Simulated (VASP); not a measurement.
# ScAl2Sb2As (P6/mmm) in VASP: further runs

Runs on ScAl2Sb2As. Level: PBE. Tasks: single point.

All numbers are computed with VASP 6.6.1; they aren't measurements. Logs are shortened: lines on timing, memory, paths and dates and some standing lists are left out, and cuts for length are marked.

**1. The cell of the first run**

It takes space group P6/mmm (No. 191, hexagonal). Conventional cell: a = 4.886 Å, b = 4.886 Å, c = 6.591 Å, α = 90.00°, β = 90.00°, γ = 120.00°. Sc (site symmetry 6/mmm) has 6 Al at 2.82 Å and 2 As at 3.30 Å within 3.7 Å. Al (site symmetry -6m2) has 3 Sc at 2.82 Å and 3 Al at 2.82 Å and 2 Sb at 3.30 Å within 3.7 Å. Sb (site symmetry -6m2) has 3 As at 2.82 Å and 3 Sb at 2.82 Å and 2 Al at 3.30 Å within 3.7 Å. As (site symmetry 6/mmm) has 6 Sb at 2.82 Å and 2 Sc at 3.30 Å within 3.7 Å.

**2. Single point, PBE**

INCAR

```
SYSTEM = ScAl2Sb2As
PREC = Accurate
ENCUT = 520
EDIFF = 1E-7
ISMEAR = 0
SIGMA = 0.1
LREAL = .FALSE.
LASPH = .TRUE.
NELM = 80
ALGO = Normal
ISIF = 2
LWAVE = .FALSE.
LCHARG = .FALSE.
GGA = PE
NBANDS = 25
```

KPOINTS

```
Automatic mesh
0
G
  6 6 4
  0 0 0
```

POSCAR

```
ScAl2Sb2As
1.0
    4.8864837000      0.0000000000      0.0000000000
   -2.4432418500      4.2318190200      0.0000000000
    0.0000000000      0.0000000000      6.5911291800
Sc Al Sb As
1 2 2 1
Direct
    0.0000000000      0.0000000000      0.0000000000
    0.3333333300      0.6666666700      0.0000000000
    0.6666666700      0.3333333300      0.0000000000
    0.3333333300      0.6666666700      0.5000000000
    0.6666666700      0.3333333300      0.5000000000
    0.0000000000      0.0000000000      0.5000000000
```

Potentials or basis: VASP PAW PBE potentials, release 64 (Sc_sv, Al, Sb, As).

Launch:

```sh
$ cat potpaw_PBE.64/Sc_sv/POTCAR potpaw_PBE.64/Al/POTCAR potpaw_PBE.64/Sb/POTCAR potpaw_PBE.64/As/POTCAR > POTCAR
$ mpirun -np 1 vasp_std > vasp.out
```

OUTCAR:

```text
SYSTEM = ScAl2Sb2As
   PREC = Accurate
   ENCUT = 520
   EDIFF = 1E-7
   ISMEAR = 0
   LREAL = .FALSE.
   LASPH = .TRUE.
   NELM = 80
   ISIF = 2
   GGA = PE

 ion  position               nearest neighbor table
   1  0.000  0.000  0.000-   2 2.82   3 2.82   3 2.82   2 2.82   3 2.82   2 2.82
   2  0.333  0.667  0.000-   1 2.82   3 2.82   3 2.82   1 2.82   1 2.82   3 2.82   4 3.30   4 3.30

   3  0.667  0.333  0.000-   1 2.82   2 2.82   2 2.82   1 2.82   1 2.82   2 2.82   5 3.30   5 3.30

   4  0.333  0.667  0.500-   6 2.82   5 2.82   5 2.82   6 2.82   6 2.82   5 2.82   2 3.30   2 3.30

   5  0.667  0.333  0.500-   6 2.82   4 2.82   4 2.82   6 2.82   6 2.82   4 2.82   3 3.30   3 3.30

   6  0.000  0.000  0.500-   4 2.82   5 2.82   5 2.82   4 2.82   5 2.82   4 2.82

  LATTYP: Found a hexagonal cell.
 ALAT       =     4.8864837000
 C/A-ratio  =     1.3488491080

  Lattice vectors:

 A1 = (   4.8864837000,   0.0000000000,   0.0000000000)
 A2 = (  -2.4432418500,   4.2318190200,   0.0000000000)
 A3 = (   0.0000000000,   0.0000000000,   6.5911291800)

Analysis of symmetry for initial positions (statically):
=====================================================================
 Subroutine PRICEL returns:
 Original cell was already a primitive cell.

 Routine SETGRP: Setting up the symmetry group for a
 hexagonal supercell.

 Subroutine GETGRP returns: Found 24 space group operations
 (whereof 24 operations were pure point group operations)
 out of a pool of 24 trial point group operations.

The static configuration has the point symmetry D_6h.

Analysis of symmetry for dynamics (positions and initial velocities):
=====================================================================
 Subroutine PRICEL returns:
 Original cell was already a primitive cell.

 Routine SETGRP: Setting up the symmetry group for a
 hexagonal supercell.

 Subroutine GETGRP returns: Found 24 space group operations
 (whereof 24 operations were pure point group operations)
 out of a pool of 24 trial point group operations.

The dynamic configuration has the point symmetry D_6h.

 Subroutine INISYM returns: Found 24 space group operations
 (whereof 24 operations are pure point group operations),
 and found     1 'primitive' translations

----------------------------------------------------------------------------------------

                                     Primitive cell

  volume of cell :     136.2961

  direct lattice vectors                    reciprocal lattice vectors
     4.886483700  0.000000000  0.000000000     0.204646134  0.118152501  0.000000000
    -2.443241850  4.231819020  0.000000000     0.000000000  0.236305002  0.000000000
     0.000000000  0.000000000  6.591129180     0.000000000  0.000000000  0.151719072

  length of vectors
     4.886483700  4.886483701  6.591129180     0.236305002  0.236305002  0.151719072

  position of ions in fractional coordinates (direct lattice)
     0.000000000  0.000000000  0.000000000
     0.333333330  0.666666670  0.000000000
     0.666666670  0.333333330  0.000000000
     0.333333330  0.666666670  0.500000000
     0.666666670  0.333333330  0.500000000
     0.000000000  0.000000000  0.500000000

  ion indices of the primitive-cell ions
   primitive index   ion index
                 1           1
                 2           2
                 3           3
                 4           4
                 5           5
                 6           6

----------------------------------------------------------------------------------------

 KPOINTS: Automatic mesh

Automatic generation of k-mesh.
 Grid dimensions read from file:
 generate k-points for:    6    6    4

 Generating k-lattice:

  Cartesian coordinates                     Fractional coordinates (reciprocal lattice)
     0.034107689  0.019692083  0.000000000     0.166666667 -0.000000000  0.000000000
     0.000000000  0.039384167  0.000000000     0.000000000  0.166666667  0.000000000
     0.000000000  0.000000000  0.037929768     0.000000000  0.000000000  0.250000000

  Length of vectors
     0.039384167  0.039384167  0.037929768

  Shift w.r.t. Gamma in fractional coordinates (k-lattice)
     0.000000000  0.000000000  0.000000000

 Subroutine IBZKPT returns following result:
 ===========================================

 Found     21 irreducible k-points:

 Following reciprocal coordinates:
            Coordinates               Weight
  0.000000  0.000000  0.000000      1.000000
  0.166667  0.000000  0.000000      6.000000
  0.333333  0.000000  0.000000      6.000000
  0.500000  0.000000  0.000000      3.000000
  0.166667  0.166667  0.000000      6.000000
  0.333333  0.166667  0.000000     12.000000
[... 13 lines left out ...]
  0.333333  0.166667  0.500000     12.000000
  0.333333  0.333333  0.500000      2.000000
   k-points           NKPTS =     21   k-points in BZ     NKDIM =     21   number of bands    NBANDS=     25
   number of dos      NEDOS =    301   number of ions     NIONS =      6
   total plane-waves  NPLWV =  64800
   dimension x,y,z NGX =    36 NGY =   36 NGZ =   50
   dimension x,y,z NGXF=    72 NGYF=   72 NGZF=  100
   ions per type =               1   2   2   1
   NGX,Y,Z   is equivalent  to a cutoff of  12.25, 12.25, 12.61 a.u.
   NGXF,Y,Z  is equivalent  to a cutoff of  24.50, 24.50, 25.22 a.u.
 SYSTEM =  ScAl2Sb2As
   PREC   = accura    normal or accurate (medium, high low for compatibility)
   ISTART =      0    job   : 0-new  1-cont  2-samecut
   ICHARG =      2    charge: 1-file 2-atom 10-const
   ISPIN  =      1    spin polarized calculation?
   LNONCOLLINEAR =      F non collinear calculations
   LSORBIT =      F    spin-orbit coupling
   LASPH  =      T    aspherical Exc in radial PAW
   ENCUT  =  520.0 eV  38.22 Ry    6.18 a.u.   9.09  9.09 12.26*2*pi/ulx,y,z
   NELM   =     80;   NELMIN=  2; NELMDL= -5     # of ELM steps
   EDIFF  = 0.1E-06   stopping-criterion for ELM
   LREAL  =      F    real-space projection
   EDIFFG = 0.1E-05   stopping-criterion for IOM
   NSW    =      0    number of steps for IOM
   IBRION =     -1    ionic relax: 0-MD 1-quasi-New 2-CG
   NFREE  =      0    steps in history (QN), initial steepest desc. (CG)
   ISIF   =      2    stress and relaxation
   ISYM   =      2    0-nonsym 1-usesym 2-fastsym
   POTIM  = 0.5000    time-step for ionic-motion
   TEBEG  =    0.0;   TEEND  =   0.0 temperature during run
   PSTRESS=    0.0 pullay stress
   NELECT =      32.0000    total number of electrons
   NUPDOWN=      -1.0000    fix difference up-down
   EMIN   =  10.00;   EMAX   =-10.00  energy-range for DOS
   EFERMI =   0.00;   METHOD = LEGACY
   ISMEAR =     0;   SIGMA  =   0.10  broadening in eV -4-tet -1-fermi 0-gaus
   EFERMI_NEDOS =   21; number of points for ismear=-14 and -15
   IALGO  =     38    algorithm
   IMIX   =      4    mixing-type and parameters
     AMIX     =   0.40;   BMIX     =  1.00
     AMIX_MAG =   1.60;   BMIX_MAG =  1.00
  volume/ion in A,a.u.               =      22.72       153.30
  Fermi-wavevector in a.u.,A,eV,Ry     =   1.009943  1.908516 13.877748  1.019986
  Thomas-Fermi vector in A             =   2.142903
   LORBIT       =      0    0 simple, 1 ext, 2 COOP (PROOUT), +10 PAW based schemes
   GGA     = PE    functional components
   LHFCALC =     F    Hartree Fock is set to
   AEXX    =    0.0000 exact exchange contribution
   IVDW    =     0    specifies the selected vdW correction
   LEPSILON=     F    determine dielectric tensor
   LRPA    =     F    only Hartree local field effects (RPA)
 non-spin polarized calculation
 Gauss-broadening in eV      SIGMA  =   0.10
  energy-cutoff  :      520.00
  volume of cell :      136.30
 maximum number of plane-waves:      3702
   NGX = 19   NGY = 19   NGZ = 25

 number of electron      32.0000000 magnetization

 Free energy of the ion-electron system (eV)
  ---------------------------------------------------
  ext. energy  EPLUGINS =         0.00000000
  ---------------------------------------------------
  free energy    TOTEN  =       -24.29233461 eV

  energy without entropy =      -24.25802676  energy(sigma->0) =      -24.27518068

 E-fermi :   6.7738     XC(G=0):  -9.9287

 val. band max:        6.7585208262   @ k =   0.1667   0.0000   0.2500
 cond. band min:       6.7961336995   @ k =   0.3333   0.1667   0.2500
 fundamental gap:      0.0376128733
 Fermi energy:         6.7737853754

 k-point     1 :       0.0000    0.0000    0.0000
  band No.  band energies     occupation
      1     -43.3280      2.00000
      2     -22.0513      2.00000
      3     -21.9413      2.00000
      4     -21.9413      2.00000
      5      -7.3416      2.00000
      6      -1.1686      2.00000
[... 17 lines left out ...]
     24       9.6318      0.00000
     25      11.1869      0.00000

 k-point     2 :       0.1667    0.0000    0.0000
  band No.  band energies     occupation
      1     -43.3279      2.00000
      2     -22.0512      2.00000
      3     -21.9427      2.00000
      4     -21.9416      2.00000
      5      -7.1066      2.00000
      6      -1.8309      2.00000
[... 17 lines left out ...]
     24       9.6796      0.00000
     25      11.1952      0.00000

 k-point     3 :       0.3333    0.0000    0.0000
  band No.  band energies     occupation
      1     -43.3279      2.00000
      2     -22.0510      2.00000
      3     -21.9457      2.00000
      4     -21.9422      2.00000
      5      -6.4090      2.00000
      6      -3.5268      2.00000
[... 17 lines left out ...]
     24      10.3973      0.00000
     25      10.5877      0.00000

 k-point     4 :       0.5000    0.0000    0.0000
  band No.  band energies     occupation
      1     -43.3278      2.00000
      2     -22.0509      2.00000
      3     -21.9471      2.00000
      4     -21.9425      2.00000
      5      -5.5183      2.00000
      6      -4.8446      2.00000
[... 17 lines left out ...]
     24      10.3810      0.00000
     25      10.9395      0.00000

 k-point     5 :       0.1667    0.1667    0.0000
  band No.  band energies     occupation
      1     -43.3279      2.00000
      2     -22.0511      2.00000
      3     -21.9447      2.00000
      4     -21.9424      2.00000
      5      -6.6393      2.00000
      6      -2.7420      2.00000
[... 17 lines left out ...]
     24       9.9157      0.00000
     25      10.9326      0.00000

 k-point     6 :       0.3333    0.1667    0.0000
  band No.  band energies     occupation
      1     -43.3278      2.00000
      2     -22.0509      2.00000
      3     -21.9464      2.00000
      4     -21.9433      2.00000
      5      -5.7428      2.00000
      6      -4.1842      2.00000
[... 17 lines left out ...]
     24      10.7163      0.00000
     25      10.7818      0.00000
[... 309 lines left out ...]
 k-point    18 :       0.5000    0.0000    0.5000
  band No.  band energies     occupation
      1     -43.3278      2.00000
      2     -22.0510      2.00000
      3     -21.9471      2.00000
      4     -21.9425      2.00000
      5      -5.4936      2.00000
      6      -4.8172      2.00000
[... 17 lines left out ...]
     24       9.8083      0.00000
     25      10.3140      0.00000

 k-point    19 :       0.1667    0.1667    0.5000
  band No.  band energies     occupation
      1     -43.3279      2.00000
      2     -22.0511      2.00000
      3     -21.9446      2.00000
      4     -21.9424      2.00000
      5      -6.6128      2.00000
      6      -2.7046      2.00000
[... 17 lines left out ...]
     24      10.1408      0.00000
     25      10.3114      0.00000

 k-point    20 :       0.3333    0.1667    0.5000
  band No.  band energies     occupation
      1     -43.3278      2.00000
      2     -22.0510      2.00000
      3     -21.9463      2.00000
      4     -21.9433      2.00000
      5      -5.7175      2.00000
      6      -4.1565      2.00000
[... 17 lines left out ...]
     24      10.1407      0.00000
     25      10.3435      0.00000

 k-point    21 :       0.3333    0.3333    0.5000
  band No.  band energies     occupation
      1     -43.3278      2.00000
      2     -22.0510      2.00000
      3     -21.9453      2.00000
      4     -21.9453      2.00000
      5      -5.0483      2.00000
      6      -4.0767      2.00000
[... 17 lines left out ...]
     24      10.0570      0.00000
     25      11.1499      0.00000

------------------------ aborting loop because EDIFF is reached ----------------------------------------

  FORCE on cell =-STRESS in cart. coord.  units (eV):
  Direction    XX          YY          ZZ          XY          YZ          ZX
  --------------------------------------------------------------------------------------
  -------------------------------------------------------------------------------------
  Total       14.5211190     14.5211190     -8.6597481      0.0000000      0.0000000      0.0000000
  in kB      170.6975561    170.6975561   -101.7964140      0.0000000      0.0000000      0.0000000
  external PRESSURE =      79.8662327 kB  Pullay stress =       0.0000000 kB

 VOLUME and BASIS-vectors are now :
 -----------------------------------------------------------------------------
  energy-cutoff  :      520.00
  volume of cell :      136.30
      direct lattice vectors                 reciprocal lattice vectors
     4.886483700  0.000000000  0.000000000     0.204646134  0.118152501  0.000000000
    -2.443241850  4.231819020  0.000000000     0.000000000  0.236305002  0.000000000
     0.000000000  0.000000000  6.591129180     0.000000000  0.000000000  0.151719072

 POSITION                                       TOTAL-FORCE (eV/Angst)
 -----------------------------------------------------------------------------------
      0.00000      0.00000      0.00000         0.000000      0.000000     -0.000000
     -0.00000      2.82121      0.00000        -0.000000      0.000000     -0.000000
      2.44324      1.41061      0.00000         0.000000     -0.000000     -0.000000
     -0.00000      2.82121      3.29556         0.000000     -0.000000     -0.000000
      2.44324      1.41061      3.29556        -0.000000      0.000000      0.000000
      0.00000      0.00000      3.29556         0.000000      0.000000     -0.000000
 -----------------------------------------------------------------------------------
    total drift:                               -0.000000      0.000000      0.000000

  FREE ENERGIE OF THE ION-ELECTRON SYSTEM (eV)
  ---------------------------------------------------
  free  energy   TOTEN  =       -24.2923346095 eV

  energy  without entropy=      -24.2580267557  energy(sigma->0) =      -24.27518068
```

Run time: 40 s. Hardware: 1 thread of Intel Xeon 6975P-C (Granite Rapids), shared host; peak memory 0.28 GiB.

Results:

| Property | Result |
| --- | --- |
| Free energy | -24.2923 eV |
| Pressure | 8.0 GPa |
| Band gap on the k mesh | zero (band 16 reaches 7.19 eV, above the bottom of band 17 at 5.87 eV) |

Caveat: spin-orbit coupling is left out, which moves the levels of the heavy elements.

(Continued in part 2 of 2.)
